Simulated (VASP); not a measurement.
Runs of VASP 6.6.1 on Zn. The structure is that of space group P6/mmm (No. 191), or close to it. The cells are those of the table. 

```csv
cell,k mesh,gap on the mesh (eV),pressure (GPa)
"a = 4.400, b = 4.400, c = 2.680 Å, angles 90.0, 90.0, 120.0°, 3 atoms",10 × 10 × 14,none,-5.5
"a = 4.171, b = 4.171, c = 2.541 Å, angles 90.0, 90.0, 120.0°, 3 atoms",10 × 10 × 14,none,10.4
"a = 4.345, b = 4.345, c = 2.647 Å, angles 90.0, 90.0, 120.0°, 3 atoms",10 × 10 × 14,none,(a)
"a = 4.231, b = 4.231, c = 2.577 Å, angles 90.0, 90.0, 120.0°, 3 atoms",10 × 10 × 14,none,(b)
"a = 4.289, b = 4.289, c = 2.612 Å, angles 90.0, 90.0, 120.0°, 3 atoms",11 × 11 × 16,none,0.7
"a = 4.289, b = 4.289, c = 2.612 Å, angles 90.0, 90.0, 120.0°, 3 atoms",10 × 10 × 14,none,(c)
"a = 4.454, b = 4.454, c = 2.713 Å, angles 90.0, 90.0, 120.0°, 3 atoms",10 × 10 × 14,none,-7.6
"a = 4.110, b = 4.110, c = 2.503 Å, angles 90.0, 90.0, 120.0°, 3 atoms",10 × 10 × 14,none,17.6
```

Alike in all rows: task single point; level LDA; potentials or basis VASP PAW LDA potentials, release 64 (Zn); no spin polarisation; cutoff (eV) 520; smearing fermi-dirac 0.1 eV.

Fill in the values left out.

(a) -2.8; (b) 4.9; (c) 0.6.

A gap of «none» marks levels without a gap at the run's occupations.
